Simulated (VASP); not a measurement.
A run of VASP 6.6.1 is set up as follows.

INCAR

```
PREC     = Accurate       # precision mode
ENCUT    = 520            # plane-wave cutoff, eV
EDIFF    = 1E-6           # SCF threshold, eV
ISMEAR   = 0              # smearing method
SIGMA    = 0.05           # smearing width, eV
LREAL    = False          # projectors in reciprocal space
LASPH    = True           # aspherical terms in the spheres
NELM     = 80             # most SCF steps
ALGO     = Normal         # electronic algorithm
ISIF     = 2              # what is computed and relaxed
LWAVE    = False          # write WAVECAR
LCHARG   = False          # write CHGCAR
NBANDS   = 16             # bands
```

KPOINTS

```
Automatic mesh
0
Gamma
  12 12 4
```

POSCAR

```
BN
1.0
    2.4823084706      0.0000000000      0.0000000000
   -1.2411542353      2.1497421956      0.0000000000
    0.0000000000      0.0000000000      7.3099019843
B N
2 2
Direct
    0.3333333333      0.6666666667      0.2500000000
    0.6666666667      0.3333333333      0.7500000000
    0.3333333333      0.6666666667      0.7500000000
    0.6666666667      0.3333333333      0.2500000000
```

Potentials or basis: VASP PAW LDA potentials, release 64 (B, N).

Launch:

```bash
$ cat potpaw_LDA.64/B/POTCAR potpaw_LDA.64/N/POTCAR > POTCAR
$ mpirun -np 1 vasp_std > vasp.out
```

**Question.** What does it give for the band gap on the k mesh?

**Answer.** 4.27 eV, indirect (least direct gap 4.59 eV).

**Question.** Estimate the pressure.

**Answer.** 1.6 GPa.

Stress tensor (GPa, compression positive):
```
 3.24  0.00  0.00
 0.00  3.24  0.00
 0.00  0.00 -1.61
```

 A k mesh can miss the band edges.
